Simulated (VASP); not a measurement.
Runs of VASP 6.6.1 on CuO. The structure is monoclinic, space group Cc (No. 9). Conventional cell: a = 4.689 Å, b = 3.427 Å, c = 5.132 Å, α = 90.00°, β = 99.65°, γ = 90.00°. Cu (site symmetry 1) has 4 O at 1.91 to 2.02 Å within 2.5 Å. Within 2.5 Å of O (site symmetry 1) lie 4 Cu at 1.91 to 2.02 Å. 

```tsv
spin	fixed moment (μB)	gap on the mesh (eV)	pressure (GPa)	moment (μB)	largest force (eV/Å)
collinear, ferromagnetic start	2.0	-	-13.8	2.00	0.67
collinear, antiferromagnetic start	-	1.26	-14.4	0.00	(a)
collinear, ferromagnetic start	1.8	-	-13.9	1.80	(b)
collinear, ferromagnetic start	-	0.91	-13.8	2.00	0.67
```

Alike in all rows: task single point; level LDA+U; potentials or basis VASP PAW LDA potentials, release 64 (Cu, O); Cu d U = 8.0 eV; cell as given; k mesh 7 × 7 × 4; cutoff (eV) 520; smearing gaussian 0.05 eV.

Task: Fill in the values left out.

Result: (a) 0.64; (b) 0.69.

Caveats: the total moment is fixed, so each spin has its own Fermi level (some runs).

A k mesh can miss the band edges.
